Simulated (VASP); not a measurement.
# ScAl3N4 (P-43m) in VASP: electric field gradients with PBE

Aim: the electric field gradients of ScAl3N4 with PBE.

All numbers are computed with VASP 6.6.1; they aren't measurements. Logs are shortened: lines on timing, memory, paths and dates and some standing lists are left out, and cuts for length are marked.

### Step 1. The cell of the first run

Symmetry: P-43m, No. 215, cubic system. The conventional cell has a = 4.529 Å, b = 4.529 Å, c = 4.529 Å, α = 90.00°, β = 90.00°, γ = 90.00°. Within 2.7 Å of Sc (site symmetry -43m) lie 4 N at 2.06 Å. Within 2.6 Å of Al (site symmetry -42m) lie 4 N at 1.93 Å. Within 2.6 Å of N (site symmetry 3m) lie 3 Al at 1.93 Å and 1 Sc at 2.06 Å.

### Step 2. Electric field gradients, PBE

INCAR reads:

```
SYSTEM = ScAl3N4
ALGO = Normal
EDIFF = 1E-8
ENCUT = 520
GGA = PE
ISIF = 2
ISMEAR = 0
LASPH = .TRUE.
LCHARG = .FALSE.
LEFG = .TRUE.
LREAL = .FALSE.
LWAVE = .FALSE.
NBANDS = 30
NELM = 60
PREC = Accurate
SIGMA = 0.01
```

KPOINTS reads:

```
k-points
0
G
  6 6 6
  0 0 0
```

POSCAR reads:

```
ScAl3N4
1.0
    4.5287969252      0.0000000000      0.0000000000
    0.0000000000      4.5287969252      0.0000000000
    0.0000000000      0.0000000000      4.5287969252
Sc Al N
1 3 4
Direct
    0.0000000000      0.0000000000      0.0000000000
    0.5000000000      0.5000000000      0.0000000000
    0.5000000000      0.0000000000      0.5000000000
    0.0000000000      0.5000000000      0.5000000000
    0.7372804808      0.7372804808      0.2627195192
    0.7372804808      0.2627195192      0.7372804808
    0.2627195192      0.7372804808      0.7372804808
    0.2627195192      0.2627195192      0.2627195192
```

Potentials or basis: VASP PAW PBE potentials, release 64 (Sc_sv, Al, N).

Launch:

```sh
$ cat potpaw_PBE.64/Sc_sv/POTCAR potpaw_PBE.64/Al/POTCAR potpaw_PBE.64/N/POTCAR > POTCAR
$ mpirun -np 1 vasp_std > vasp.out
```

OUTCAR:

```text
SYSTEM = ScAl3N4
   EDIFF = 1E-8
   ENCUT = 520
   GGA = PE
   ISIF = 2
   ISMEAR = 0
   LASPH = .TRUE.
   LREAL = .FALSE.
   NELM = 60
   PREC = Accurate

 ion  position               nearest neighbor table
   1  0.000  0.000  0.000-   5 2.06   6 2.06   7 2.06   8 2.06   3 3.20   4 3.20   2 3.20   3 3.20
                             4 3.20   2 3.20   4 3.20   4 3.20   2 3.20   3 3.20   3 3.20   2 3.20
   2  0.500  0.500  0.000-   5 1.93   6 1.93   7 1.93   8 1.93   3 3.20   4 3.20   1 3.20   3 3.20
                             4 3.20   1 3.20   3 3.20   3 3.20   1 3.20   4 3.20   4 3.20   1 3.20
   3  0.500  0.000  0.500-   5 1.93   6 1.93   7 1.93   8 1.93   2 3.20   4 3.20   1 3.20   1 3.20
                             2 3.20   2 3.20   4 3.20   2 3.20   1 3.20   4 3.20   1 3.20   4 3.20
   4  0.000  0.500  0.500-   5 1.93   6 1.93   7 1.93   8 1.93   2 3.20   3 3.20   1 3.20   1 3.20
                             2 3.20   1 3.20   3 3.20   1 3.20   2 3.20   3 3.20   2 3.20   3 3.20
   5  0.737  0.737  0.263-   2 1.93   3 1.93   4 1.93   1 2.06
   6  0.737  0.263  0.737-   2 1.93   3 1.93   4 1.93   1 2.06
   7  0.263  0.737  0.737-   2 1.93   3 1.93   4 1.93   1 2.06
   8  0.263  0.263  0.263-   2 1.93   3 1.93   4 1.93   1 2.06

  LATTYP: Found a simple cubic cell.
 ALAT       =     4.5287969252

  Lattice vectors:

 A1 = (   4.5287969252,   0.0000000000,   0.0000000000)
 A2 = (   0.0000000000,   4.5287969252,   0.0000000000)
 A3 = (   0.0000000000,   0.0000000000,   4.5287969252)

Analysis of symmetry for initial positions (statically):
=====================================================================
 Subroutine PRICEL returns:
 Original cell was already a primitive cell.

 Routine SETGRP: Setting up the symmetry group for a
 simple cubic supercell.

 Subroutine GETGRP returns: Found 24 space group operations
 (whereof 24 operations were pure point group operations)
 out of a pool of 48 trial point group operations.

The static configuration has the point symmetry T_d .

Analysis of symmetry for dynamics (positions and initial velocities):
=====================================================================
 Subroutine PRICEL returns:
 Original cell was already a primitive cell.

 Routine SETGRP: Setting up the symmetry group for a
 simple cubic supercell.

 Subroutine GETGRP returns: Found 24 space group operations
 (whereof 24 operations were pure point group operations)
 out of a pool of 48 trial point group operations.

The dynamic configuration has the point symmetry T_d .

 Subroutine INISYM returns: Found 24 space group operations
 (whereof 24 operations are pure point group operations),
 and found     1 'primitive' translations

----------------------------------------------------------------------------------------

                                     Primitive cell

  volume of cell :      92.8856

  direct lattice vectors                    reciprocal lattice vectors
     4.528796925  0.000000000  0.000000000     0.220809194  0.000000000  0.000000000
     0.000000000  4.528796925  0.000000000     0.000000000  0.220809194  0.000000000
     0.000000000  0.000000000  4.528796925     0.000000000  0.000000000  0.220809194

  length of vectors
     4.528796925  4.528796925  4.528796925     0.220809194  0.220809194  0.220809194

  position of ions in fractional coordinates (direct lattice)
     0.000000000  0.000000000  0.000000000
     0.500000000  0.500000000  0.000000000
     0.500000000  0.000000000  0.500000000
     0.000000000  0.500000000  0.500000000
     0.737280481  0.737280481  0.262719519
     0.737280481  0.262719519  0.737280481
     0.262719519  0.737280481  0.737280481
     0.262719519  0.262719519  0.262719519

  ion indices of the primitive-cell ions
   primitive index   ion index
                 1           1
                 2           2
                 3           3
                 4           4
                 5           5
                 6           6
                 7           7
                 8           8

----------------------------------------------------------------------------------------

 KPOINTS: k-points

Automatic generation of k-mesh.
 Grid dimensions read from file:
 generate k-points for:    6    6    6

 Generating k-lattice:

  Cartesian coordinates                     Fractional coordinates (reciprocal lattice)
     0.036801532  0.000000000  0.000000000     0.166666667  0.000000000  0.000000000
     0.000000000  0.036801532  0.000000000     0.000000000  0.166666667  0.000000000
     0.000000000  0.000000000  0.036801532     0.000000000  0.000000000  0.166666667

  Length of vectors
     0.036801532  0.036801532  0.036801532

  Shift w.r.t. Gamma in fractional coordinates (k-lattice)
     0.000000000  0.000000000  0.000000000

 Subroutine IBZKPT returns following result:
 ===========================================

 Found     20 irreducible k-points:

 Following reciprocal coordinates:
            Coordinates               Weight
  0.000000  0.000000  0.000000      1.000000
  0.166667  0.000000  0.000000      6.000000
  0.333333  0.000000  0.000000      6.000000
  0.500000  0.000000  0.000000      3.000000
  0.166667  0.166667  0.000000     12.000000
  0.333333  0.166667  0.000000     24.000000
[... 12 lines left out ...]
  0.500000  0.500000  0.333333      6.000000
  0.500000  0.500000  0.500000      1.000000
   k-points           NKPTS =     20   k-points in BZ     NKDIM =     20   number of bands    NBANDS=     30
   number of dos      NEDOS =    301   number of ions     NIONS =      8
   total plane-waves  NPLWV =  46656
   dimension x,y,z NGX =    36 NGY =   36 NGZ =   36
   dimension x,y,z NGXF=    72 NGYF=   72 NGZF=   72
   ions per type =               1   3   4
   NGX,Y,Z   is equivalent  to a cutoff of  13.22, 13.22, 13.22 a.u.
   NGXF,Y,Z  is equivalent  to a cutoff of  26.43, 26.43, 26.43 a.u.
 SYSTEM =  ScAl3N4
   PREC   = accura    normal or accurate (medium, high low for compatibility)
   ISTART =      0    job   : 0-new  1-cont  2-samecut
   ICHARG =      2    charge: 1-file 2-atom 10-const
   ISPIN  =      1    spin polarized calculation?
   LNONCOLLINEAR =      F non collinear calculations
   LSORBIT =      F    spin-orbit coupling
   LASPH  =      T    aspherical Exc in radial PAW
   ENCUT  =  520.0 eV  38.22 Ry    6.18 a.u.   8.42  8.42  8.42*2*pi/ulx,y,z
   NELM   =     60;   NELMIN=  2; NELMDL= -5     # of ELM steps
   EDIFF  = 0.1E-07   stopping-criterion for ELM
   LREAL  =      F    real-space projection
   EDIFFG = 0.1E-06   stopping-criterion for IOM
   NSW    =      0    number of steps for IOM
   IBRION =     -1    ionic relax: 0-MD 1-quasi-New 2-CG
   NFREE  =      0    steps in history (QN), initial steepest desc. (CG)
   ISIF   =      2    stress and relaxation
   ISYM   =      2    0-nonsym 1-usesym 2-fastsym
   POTIM  = 0.5000    time-step for ionic-motion
   TEBEG  =    0.0;   TEEND  =   0.0 temperature during run
   PSTRESS=    0.0 pullay stress
   NELECT =      40.0000    total number of electrons
   NUPDOWN=      -1.0000    fix difference up-down
   EMIN   =  10.00;   EMAX   =-10.00  energy-range for DOS
   EFERMI =   0.00;   METHOD = LEGACY
   ISMEAR =     0;   SIGMA  =   0.01  broadening in eV -4-tet -1-fermi 0-gaus
   EFERMI_NEDOS =   21; number of points for ismear=-14 and -15
   IALGO  =     38    algorithm
   IMIX   =      4    mixing-type and parameters
     AMIX     =   0.40;   BMIX     =  1.00
     AMIX_MAG =   1.60;   BMIX_MAG =  1.00
  volume/ion in A,a.u.               =      11.61        78.35
  Fermi-wavevector in a.u.,A,eV,Ry     =   1.236266  2.336204 20.794519  1.528354
  Thomas-Fermi vector in A             =   2.370882
   LORBIT       =      0    0 simple, 1 ext, 2 COOP (PROOUT), +10 PAW based schemes
   GGA     = PE    functional components
   LHFCALC =     F    Hartree Fock is set to
   AEXX    =    0.0000 exact exchange contribution
   IVDW    =     0    specifies the selected vdW correction
   LEPSILON=     F    determine dielectric tensor
   LRPA    =     F    only Hartree local field effects (RPA)
 non-spin polarized calculation
 Gauss-broadening in eV      SIGMA  =   0.01
  energy-cutoff  :      520.00
  volume of cell :       92.89
 maximum number of plane-waves:      2518
 NGX is ok and might be reduce to    36
   NGX = 17   NGY = 17   NGZ = 17

 number of electron      40.0000014 magnetization

 Free energy of the ion-electron system (eV)
  ---------------------------------------------------
  ext. energy  EPLUGINS =         0.00000000
  ---------------------------------------------------
  free energy    TOTEN  =       -61.67262706 eV

  energy without entropy =      -61.67262706  energy(sigma->0) =      -61.67262706

 E-fermi :   4.8606     XC(G=0): -10.7227

 val. band max:        4.8184522812   @ k =   0.5000   0.0000   0.0000
 cond. band min:       8.0741614224   @ k =   0.0000   0.0000   0.0000
 fundamental gap:      3.2557091412
 Fermi energy:         4.8606042226

 k-point     1 :       0.0000    0.0000    0.0000
  band No.  band energies     occupation
      1     -41.8432      2.00000
      2     -20.6344      2.00000
      3     -20.6344      2.00000
      4     -20.6344      2.00000
      5      -9.3215      2.00000
      6      -7.0516      2.00000
[... 649 lines left out ...]
     29      13.8686      0.00000
     30      15.0548      0.00000

------------------------ aborting loop because EDIFF is reached ----------------------------------------

  FORCE on cell =-STRESS in cart. coord.  units (eV):
  Direction    XX          YY          ZZ          XY          YZ          ZX
  --------------------------------------------------------------------------------------
  -------------------------------------------------------------------------------------
  Total        0.0435687      0.0435687      0.0435687     -0.0000000      0.0000000     -0.0000000
  in kB        0.7515130      0.7515130      0.7515130     -0.0000000      0.0000000     -0.0000000
  external PRESSURE =       0.7515130 kB  Pullay stress =       0.0000000 kB

 VOLUME and BASIS-vectors are now :
 -----------------------------------------------------------------------------
  energy-cutoff  :      520.00
  volume of cell :       92.89
      direct lattice vectors                 reciprocal lattice vectors
     4.528796925  0.000000000  0.000000000     0.220809194  0.000000000  0.000000000
     0.000000000  4.528796925  0.000000000     0.000000000  0.220809194  0.000000000
     0.000000000  0.000000000  4.528796925     0.000000000  0.000000000  0.220809194

 POSITION                                       TOTAL-FORCE (eV/Angst)
 -----------------------------------------------------------------------------------
      0.00000      0.00000      0.00000         0.000000      0.000000     -0.000000
      2.26440      2.26440      0.00000         0.000000      0.000000     -0.000000
      2.26440      0.00000      2.26440         0.000000      0.000000     -0.000000
      0.00000      2.26440      2.26440         0.000000      0.000000     -0.000000
      3.33899      3.33899      1.18980        -0.036274     -0.036274      0.036274
      3.33899      1.18980      3.33899        -0.036274      0.036274     -0.036274
      1.18980      3.33899      3.33899         0.036274     -0.036274     -0.036274
      1.18980      1.18980      1.18980         0.036274      0.036274      0.036274
 -----------------------------------------------------------------------------------
    total drift:                                0.000000      0.000000      0.000000

  FREE ENERGIE OF THE ION-ELECTRON SYSTEM (eV)
  ---------------------------------------------------
  free  energy   TOTEN  =       -61.6726270598 eV

  energy  without entropy=      -61.6726270598  energy(sigma->0) =      -61.67262706

 Electric field gradients (V/A^2)
---------------------------------------------------------------------
 ion       V_xx      V_yy      V_zz      V_xy      V_xz      V_yz
---------------------------------------------------------------------
   1       0.000     0.000    -0.000     0.000     0.000     0.000
   2       5.194     5.194   -10.389     0.000     0.000     0.000
   3       5.194   -10.389     5.194     0.000     0.000     0.000
   4     -10.389     5.194     5.194     0.000     0.000    -0.000
   5      -0.000    -0.000     0.000   -15.338    15.338    15.338
   6      -0.000    -0.000     0.000    15.338   -15.338    15.338
   7      -0.000    -0.000     0.000    15.338    15.338   -15.338
   8      -0.000    -0.000     0.000   -15.338   -15.338   -15.338
---------------------------------------------------------------------

 Electric field gradients after diagonalization (V/A^2)
 (convention: |V_zz| > |V_xx| > |V_yy|)
----------------------------------------------------------------------
 ion       V_xx      V_yy      V_zz     asymmetry (V_yy - V_xx)/ V_zz
----------------------------------------------------------------------
   1       0.000    -0.000     0.000      -1.593
   2       5.194     5.194   -10.389       0.000
   3       5.194     5.194   -10.389       0.000
   4       5.194     5.194   -10.389       0.000
   5      15.338    15.338   -30.676       0.000
   6      15.338    15.338   -30.676       0.000
   7      15.338    15.338   -30.676       0.000
   8      15.338    15.338   -30.676       0.000
----------------------------------------------------------------------

           NMR quadrupolar parameters

 Cq : quadrupolar parameter    Cq=e*Q*V_zz/h
 eta: asymmetry parameters     (V_yy - V_xx)/ V_zz
 Q  : nuclear electric quadrupole moment in mb (millibarn)
----------------------------------------------------------------------
 ion       Cq(MHz)       eta       Q (mb)
----------------------------------------------------------------------
   1       0.000      -1.593       1.000
   2      -0.025       0.000       1.000
   3      -0.025       0.000       1.000
   4      -0.025       0.000       1.000
   5      -0.074       0.000       1.000
   6      -0.074       0.000       1.000
   7      -0.074       0.000       1.000
   8      -0.074       0.000       1.000
----------------------------------------------------------------------
```

Run time: 85 s. Hardware: 1 thread of Intel Xeon 6975P-C, shared host; peak memory 0.23 GiB.

Results:

```
Free energy            : -61.6726 eV
Pressure               : 0.1 GPa
Largest force          : 0.063 eV/Å
Band gap on the k mesh : 3.26 eV, indirect (least direct gap 3.68 eV)
```

Forces on the atoms (eV/Å):
```
Sc   0.000  0.000  0.000
Al   0.000  0.000  0.000
Al   0.000  0.000  0.000
Al   0.000  0.000  0.000
N   -0.036 -0.036  0.036
N   -0.036  0.036 -0.036
N    0.036 -0.036 -0.036
N    0.036  0.036  0.036
```

Electric field gradients, principal values (V/Å²):
```tsv
atom	least	middle	greatest (by size)
1 Sc	0.000	0.000	0.000
2 Al	5.194	5.194	-10.389
3 Al	5.194	5.194	-10.389
4 Al	5.194	5.194	-10.389
5 N	15.338	15.338	-30.676
6 N	15.338	15.338	-30.676
7 N	15.338	15.338	-30.676
8 N	15.338	15.338	-30.676
```

Caveat: without QUAD_EFG the Cq values of the log hold for a quadrupole moment of 1 mb, not for the nuclei. A k mesh can miss the band edges.
